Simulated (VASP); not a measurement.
Si4W2Cl: single point with PBE

Si4W2Cl, a slab with vacuum:

```xyz
7
Lattice="3.2293 0.0000 0.0000 0.0000 3.2293 0.0000 0.0000 0.0000 21.9373" Properties=species:S:1:pos:R:3 pbc="T T T"
Si    0.0000    0.0000    4.0000
Si    0.0000    0.0000    6.6029
Si    1.6146    1.6146    7.8757
Si    1.6146    1.6146   10.4373
W     1.6146    1.6146    5.3015
W     0.0000    0.0000    9.1662
Cl    2.8256    2.8256   12.1293
```

| Item | Value |
| --- | --- |
| Program | VASP 6.6.1 |
| Task | single point |
| Functional | PBE |
| Potentials or basis | VASP PAW PBE potentials, release 64 (Si, W_sv, Cl) |
| Cutoff | 520 eV |
| k mesh | 8 × 8 × 1 |
| Occupations | gaussian, width 0.1 eV |
| Spin | no spin polarisation |

```
Largest force : 0.525 eV/Å
```

Forces in eV/Å, atoms in the order of the input:
```
Si  -0.021 -0.021  0.468
Si   0.024  0.024 -0.524
Si  -0.026 -0.026 -0.433
Si   0.215  0.215  0.271
W    0.012  0.012  0.026
W    0.092  0.092  0.218
Cl  -0.296 -0.296 -0.026
```

Levels at points of the mesh, in eV from the Fermi level:
| k point | band 22 | band 23 | band 24 | band 25 | band 26 | band 27 | band 28 | band 29 | band 30 | band 31 |
| --- | --- | --- | --- | --- | --- | --- | --- | --- | --- | --- |
| (0.00, 0.00, 0.00) | -1.57 | -0.63 | -0.58 | 0.63 | 0.70 | 0.89 | 0.95 | 0.98 | 2.03 | 2.55 |
| (0.50, 0.00, 0.00) | -2.18 | -1.94 | -0.40 | -0.29 | -0.11 | 0.06 | 1.56 | 2.67 | 2.87 | 3.88 |
| (0.50, 0.50, 0.00) | -2.82 | -2.04 | -1.98 | -1.90 | -1.40 | 0.91 | 1.69 | 2.95 | 3.14 | 3.50 |

Run time: 3.9 min on 1 thread of Intel(R) Xeon(R) Platinum 8259CL CPU @ 2.50GHz (Skylake/Cascade Lake), with other jobs on the host, peak memory 0.38 GiB.

Caveat: spin-orbit coupling is left out, which moves the levels of the heavy elements; an odd number of electrons without spin polarisation forces a metal; a magnetic or distorted state may lie lower.
